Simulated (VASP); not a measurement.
# GdO4 (P-43m) in VASP: single point with PBE

Aim: the single point of GdO4 with PBE.

Program: VASP 6.6.1. These are calculated values, not measurements. Logs are shortened: lines on timing, memory, paths and dates and some standing lists are left out, and cuts for length are marked.

## Step 1: The cell of the first run

Symmetry: P-43m, No. 215, cubic system. Conventional cell: a = 4.277 Å, b = 4.277 Å, c = 4.277 Å, α = 90.00°, β = 90.00°, γ = 90.00°. Gd (site symmetry -43m) has 4 O at 1.81 Å within 2.4 Å. Within 2.4 Å of O (site symmetry 3m) lie 1 Gd at 1.81 Å.

The cell was generated, and may not be a known phase.

## Step 2: Single point, PBE, collinear spin, ferromagnetic start

File INCAR:

```
SYSTEM = GdO4
PREC = Accurate
ENCUT = 520
EDIFF = 1E-7
ISMEAR = 0
SIGMA = 0.1
LREAL = .FALSE.
LASPH = .TRUE.
NELM = 150
ALGO = Normal
ISIF = 2
LWAVE = .FALSE.
LCHARG = .FALSE.
ISPIN = 2
MAGMOM = 7 0 0 0 0
LORBIT = 11
LMAXMIX = 6
GGA = PE
NBANDS = 33
```

File KPOINTS:

```
regular mesh
0
G
  4 4 4
  0 0 0
```

File POSCAR:

```
GdO4
1.0
    4.2774262700      0.0000000000      0.0000000000
    0.0000000000      4.2774262700      0.0000000000
    0.0000000000      0.0000000000      4.2774262700
Gd O
1 4
Direct
    0.0000000000      0.0000000000      0.0000000000
    0.2437810800      0.7562189200      0.7562189200
    0.7562189200      0.2437810800      0.7562189200
    0.7562189200      0.7562189200      0.2437810800
    0.2437810800      0.2437810800      0.2437810800
```

Potentials or basis: VASP PAW PBE potentials, release 64 (Gd, O).

The run is started by

```bash
$ cat potpaw_PBE.64/Gd/POTCAR potpaw_PBE.64/O/POTCAR > POTCAR
$ mpirun -np 1 vasp_std > vasp.out
```

OUTCAR:

```text
SYSTEM = GdO4
   PREC = Accurate
   ENCUT = 520
   EDIFF = 1E-7
   ISMEAR = 0
   LREAL = .FALSE.
   LASPH = .TRUE.
   NELM = 150
   ISIF = 2
   ISPIN = 2
   LORBIT = 11
   GGA = PE

 ion  position               nearest neighbor table
   1  0.000  0.000  0.000-   2 1.81   3 1.81   4 1.81   5 1.81
   2  0.244  0.756  0.756-   1 1.81
   3  0.756  0.244  0.756-   1 1.81
   4  0.756  0.756  0.244-   1 1.81
   5  0.244  0.244  0.244-   1 1.81

  LATTYP: Found a simple cubic cell.
 ALAT       =     4.2774262700

  Lattice vectors:

 A1 = (   4.2774262700,   0.0000000000,   0.0000000000)
 A2 = (   0.0000000000,   4.2774262700,   0.0000000000)
 A3 = (   0.0000000000,   0.0000000000,   4.2774262700)

Analysis of symmetry for initial positions (statically):
=====================================================================
 Subroutine PRICEL returns:
 Original cell was already a primitive cell.

 Routine SETGRP: Setting up the symmetry group for a
 simple cubic supercell.

 Subroutine GETGRP returns: Found 24 space group operations
 (whereof 24 operations were pure point group operations)
 out of a pool of 48 trial point group operations.

The static configuration has the point symmetry T_d .

Analysis of symmetry for dynamics (positions and initial velocities):
=====================================================================
 Subroutine PRICEL returns:
 Original cell was already a primitive cell.

 Routine SETGRP: Setting up the symmetry group for a
 simple cubic supercell.

 Subroutine GETGRP returns: Found 24 space group operations
 (whereof 24 operations were pure point group operations)
 out of a pool of 48 trial point group operations.

The dynamic configuration has the point symmetry T_d .

Analysis of structural, dynamic, and magnetic symmetry:
=====================================================================
 Subroutine PRICEL returns:
 Original cell was already a primitive cell.

 Routine SETGRP: Setting up the symmetry group for a
 simple cubic supercell.

 Subroutine GETGRP returns: Found 24 space group operations
 (whereof 24 operations were pure point group operations)
 out of a pool of 48 trial point group operations.

The overall configuration has the point symmetry T_d .

 Subroutine INISYM returns: Found 24 space group operations
 (whereof 24 operations are pure point group operations),
 and found     1 'primitive' translations

----------------------------------------------------------------------------------------

                                     Primitive cell

  volume of cell :      78.2614

  direct lattice vectors                    reciprocal lattice vectors
     4.277426270  0.000000000  0.000000000     0.233785444  0.000000000  0.000000000
     0.000000000  4.277426270  0.000000000     0.000000000  0.233785444  0.000000000
     0.000000000  0.000000000  4.277426270     0.000000000  0.000000000  0.233785444

  length of vectors
     4.277426270  4.277426270  4.277426270     0.233785444  0.233785444  0.233785444

  position of ions in fractional coordinates (direct lattice)
     0.000000000  0.000000000  0.000000000
     0.243781080  0.756218920  0.756218920
     0.756218920  0.243781080  0.756218920
     0.756218920  0.756218920  0.243781080
     0.243781080  0.243781080  0.243781080

  ion indices of the primitive-cell ions
   primitive index   ion index
                 1           1
                 2           2
                 3           3
                 4           4
                 5           5

----------------------------------------------------------------------------------------

 KPOINTS: regular mesh

Automatic generation of k-mesh.
 Grid dimensions read from file:
 generate k-points for:    4    4    4

 Generating k-lattice:

  Cartesian coordinates                     Fractional coordinates (reciprocal lattice)
     0.058446361  0.000000000  0.000000000     0.250000000  0.000000000  0.000000000
     0.000000000  0.058446361  0.000000000     0.000000000  0.250000000  0.000000000
     0.000000000  0.000000000  0.058446361     0.000000000  0.000000000  0.250000000

  Length of vectors
     0.058446361  0.058446361  0.058446361

  Shift w.r.t. Gamma in fractional coordinates (k-lattice)
     0.000000000  0.000000000  0.000000000

 Subroutine IBZKPT returns following result:
 ===========================================

 Found     10 irreducible k-points:

 Following reciprocal coordinates:
            Coordinates               Weight
  0.000000  0.000000  0.000000      1.000000
  0.250000  0.000000  0.000000      6.000000
  0.500000  0.000000  0.000000      3.000000
  0.250000  0.250000  0.000000     12.000000
  0.500000  0.250000  0.000000     12.000000
  0.500000  0.500000  0.000000      3.000000
  0.250000  0.250000  0.250000      8.000000
  0.500000  0.250000  0.250000     12.000000
  0.500000  0.500000  0.250000      6.000000
  0.500000  0.500000  0.500000      1.000000
   k-points           NKPTS =     10   k-points in BZ     NKDIM =     10   number of bands    NBANDS=     33
   number of dos      NEDOS =    301   number of ions     NIONS =      5
   total plane-waves  NPLWV =  32768
   dimension x,y,z NGX =    32 NGY =   32 NGZ =   32
   dimension x,y,z NGXF=    64 NGYF=   64 NGZF=   64
   ions per type =               1   4
   NGX,Y,Z   is equivalent  to a cutoff of  12.44, 12.44, 12.44 a.u.
   NGXF,Y,Z  is equivalent  to a cutoff of  24.87, 24.87, 24.87 a.u.
 SYSTEM =  GdO4
   PREC   = accura    normal or accurate (medium, high low for compatibility)
   ISTART =      0    job   : 0-new  1-cont  2-samecut
   ICHARG =      2    charge: 1-file 2-atom 10-const
   ISPIN  =      2    spin polarized calculation?
   LNONCOLLINEAR =      F non collinear calculations
   LSORBIT =      F    spin-orbit coupling
   LASPH  =      T    aspherical Exc in radial PAW
   ENCUT  =  520.0 eV  38.22 Ry    6.18 a.u.   7.95  7.95  7.95*2*pi/ulx,y,z
   NELM   =    150;   NELMIN=  2; NELMDL= -5     # of ELM steps
   EDIFF  = 0.1E-06   stopping-criterion for ELM
   LREAL  =      F    real-space projection
   EDIFFG = 0.1E-05   stopping-criterion for IOM
   NSW    =      0    number of steps for IOM
   IBRION =     -1    ionic relax: 0-MD 1-quasi-New 2-CG
   NFREE  =      0    steps in history (QN), initial steepest desc. (CG)
   ISIF   =      2    stress and relaxation
   ISYM   =      2    0-nonsym 1-usesym 2-fastsym
   POTIM  = 0.5000    time-step for ionic-motion
   TEBEG  =    0.0;   TEEND  =   0.0 temperature during run
   PSTRESS=    0.0 pullay stress
   NELECT =      42.0000    total number of electrons
   NUPDOWN=      -1.0000    fix difference up-down
   EMIN   =  10.00;   EMAX   =-10.00  energy-range for DOS
   EFERMI =   0.00;   METHOD = LEGACY
   ISMEAR =     0;   SIGMA  =   0.10  broadening in eV -4-tet -1-fermi 0-gaus
   EFERMI_NEDOS =   21; number of points for ismear=-14 and -15
   IALGO  =     38    algorithm
   IMIX   =      4    mixing-type and parameters
     AMIX     =   0.40;   BMIX     =  1.00
     AMIX_MAG =   1.60;   BMIX_MAG =  1.00
  volume/ion in A,a.u.               =      15.65       105.63
  Fermi-wavevector in a.u.,A,eV,Ry     =   1.330379  2.514052 24.081066  1.769908
  Thomas-Fermi vector in A             =   2.459470
   LORBIT       =     11    0 simple, 1 ext, 2 COOP (PROOUT), +10 PAW based schemes
   GGA     = PE    functional components
   LHFCALC =     F    Hartree Fock is set to
   AEXX    =    0.0000 exact exchange contribution
   IVDW    =     0    specifies the selected vdW correction
   LEPSILON=     F    determine dielectric tensor
   LRPA    =     F    only Hartree local field effects (RPA)
 spin polarized calculation
 Gauss-broadening in eV      SIGMA  =   0.10
  energy-cutoff  :      520.00
  volume of cell :       78.26
 maximum number of plane-waves:      2176
 NGX is ok and might be reduce to    32
   NGX = 15   NGY = 15   NGZ = 15

 number of electron      42.0000019 magnetization       2.0000197

 Free energy of the ion-electron system (eV)
  ---------------------------------------------------
  ext. energy  EPLUGINS =         0.00000000
  ---------------------------------------------------
  free energy    TOTEN  =       -28.86657432 eV

  energy without entropy =      -28.83762841  energy(sigma->0) =      -28.85210137

 E-fermi :  -1.2726     XC(G=0):  -9.1652

 val. band max:       -1.2725667386   @ k =   0.5000   0.5000   0.2500
 cond. band min:      -1.2415628607   @ k =   0.2500   0.0000   0.0000
 fundamental gap:      0.0310038779
 Fermi energy:        -1.2725649900

 spin component 1

 k-point     1 :       0.0000    0.0000    0.0000
  band No.  band energies     occupation
      1     -43.4357      1.00000
      2     -23.0392      1.00000
      3     -23.0392      1.00000
      4     -23.0392      1.00000
      5     -17.2897      1.00000
      6     -14.6673      1.00000
[... 349 lines left out ...]
     32      10.2906      0.00000
     33      10.8665      0.00000
 Fermi energy:        -1.2725649900

 spin component 2

 k-point     1 :       0.0000    0.0000    0.0000
  band No.  band energies     occupation
      1     -41.0084      1.00000
      2     -22.6980      1.00000
      3     -22.6980      1.00000
      4     -22.6980      1.00000
      5     -18.6950      1.00000
      6     -15.0786      1.00000
[... 349 lines left out ...]
     32      10.2221      0.00000
     33      10.7185      0.00000

------------------------ aborting loop because EDIFF is reached ----------------------------------------

  FORCE on cell =-STRESS in cart. coord.  units (eV):
  Direction    XX          YY          ZZ          XY          YZ          ZX
  --------------------------------------------------------------------------------------
  -------------------------------------------------------------------------------------
  Total       13.1442850     13.1442850     13.1442850      0.0000000      0.0000000      0.0000000
  in kB      269.0914840    269.0914840    269.0914840      0.0000000      0.0000000      0.0000000
  external PRESSURE =     269.0914840 kB  Pullay stress =       0.0000000 kB

 VOLUME and BASIS-vectors are now :
 -----------------------------------------------------------------------------
  energy-cutoff  :      520.00
  volume of cell :       78.26
      direct lattice vectors                 reciprocal lattice vectors
     4.277426270  0.000000000  0.000000000     0.233785444  0.000000000  0.000000000
     0.000000000  4.277426270  0.000000000     0.000000000  0.233785444  0.000000000
     0.000000000  0.000000000  4.277426270     0.000000000  0.000000000  0.233785444

 POSITION                                       TOTAL-FORCE (eV/Angst)
 -----------------------------------------------------------------------------------
      0.00000      0.00000      0.00000        -0.000000      0.000000      0.000000
      1.04276      3.23467      3.23467         3.235318     -3.235318     -3.235318
      3.23467      1.04276      3.23467        -3.235318      3.235318     -3.235318
      3.23467      3.23467      1.04276        -3.235318     -3.235318      3.235318
      1.04276      1.04276      1.04276         3.235318      3.235318      3.235318
 -----------------------------------------------------------------------------------
    total drift:                                0.000000      0.000000      0.000000

  FREE ENERGIE OF THE ION-ELECTRON SYSTEM (eV)
  ---------------------------------------------------
  free  energy   TOTEN  =       -28.8665743235 eV

  energy  without entropy=      -28.8376284109  energy(sigma->0) =      -28.85210137

 total charge

# of ion       s       p       d       f       tot
--------------------------------------------------
    1        2.059   5.629   1.383   7.086  16.156
    2        1.626   3.235   0.000   0.000   4.862
    3        1.626   3.235   0.000   0.000   4.862
    4        1.626   3.235   0.000   0.000   4.862
    5        1.626   3.235   0.000   0.000   4.862
--------------------------------------------------
tot          8.564  18.571   1.383   7.086  35.603

 magnetization (x)

# of ion       s       p       d       f       tot
--------------------------------------------------
    1       -0.031  -0.238   0.063   5.966   5.760
    2       -0.010  -0.840   0.000   0.000  -0.850
    3       -0.010  -0.840   0.000   0.000  -0.850
    4       -0.010  -0.840   0.000   0.000  -0.850
    5       -0.010  -0.840   0.000   0.000  -0.850
--------------------------------------------------
tot         -0.072  -3.598   0.063   5.966   2.359
```

Run time: 5.7 min. Hardware: 1 thread of Intel Xeon 6975P-C (Granite Rapids), shared host; peak memory 0.23 GiB.

What came out:

```
Free energy                                           : -28.8666 eV
Pressure                                              : 26.9 GPa
Largest force                                         : 5.604 eV/Å
Band gap on the k mesh                                : zero (filled and empty bands overlap)
Net moment                                            : 2.00 μB per cell
Site moments                                          : Gd +5.76; O -0.85 μB
Valence electrons inside the program's atomic spheres : Gd 16.16; O 4.86
```

Forces in eV/Å, atoms in the order of the input:
```
Gd   0.000  0.000  0.000
O    3.235 -3.235 -3.235
O   -3.235  3.235 -3.235
O   -3.235 -3.235  3.235
O    3.235  3.235  3.235
```

Levels at points of the mesh, in eV from the Fermi level:
Spin up:
```csv
k point,band 19,band 20,band 21,band 22,band 23,band 24,band 25,band 26
"(0.00, 0.00, 0.00)",-0.97,-0.97,-0.05,-0.05,-0.05,0.10,0.81,0.81
"(0.50, 0.00, 0.00)",-1.13,-1.13,-0.60,0.06,0.06,0.13,0.64,0.98
"(0.50, 0.50, 0.00)",-1.38,-1.26,-0.09,-0.09,-0.09,0.40,0.53,0.59
"(0.50, 0.50, 0.50)",-1.17,-1.17,-0.29,0.10,0.10,0.10,0.36,0.36
```
Spin down:
```csv
k point,band 16,band 17,band 18,band 19,band 20,band 21,band 22,band 23,band 24,band 25
"(0.00, 0.00, 0.00)",-2.49,-2.49,-0.59,-0.59,-0.59,2.68,2.68,2.68,2.73,2.82
"(0.50, 0.00, 0.00)",-2.29,-2.29,-1.12,-0.46,-0.46,2.63,2.67,2.67,2.76,2.80
"(0.50, 0.50, 0.00)",-2.45,-1.94,-1.36,-0.80,-0.80,2.62,2.62,2.68,2.79,2.80
"(0.50, 0.50, 0.50)",-1.99,-1.99,-1.37,-1.37,-1.37,2.66,2.66,2.66,2.71,2.80
```

Caveat: the k points lie up to 0.37 Å⁻¹ apart; spin-orbit coupling is left out, which moves the levels of the heavy elements; a cell with one magnetic atom can't hold antiferromagnetic order, which such compounds often take; semilocal functionals describe open f shells poorly, which spoils levels, moments and volumes; forces of over 1 eV/Å act on the atoms, so gaps and moduli don't describe the material at rest. With open d or f shells a metallic result of PBE can be an artefact of self-interaction; +U or a hybrid may open a gap.

The gap in the log of VASP goes by the Fermi energy; the results here count the filled bands.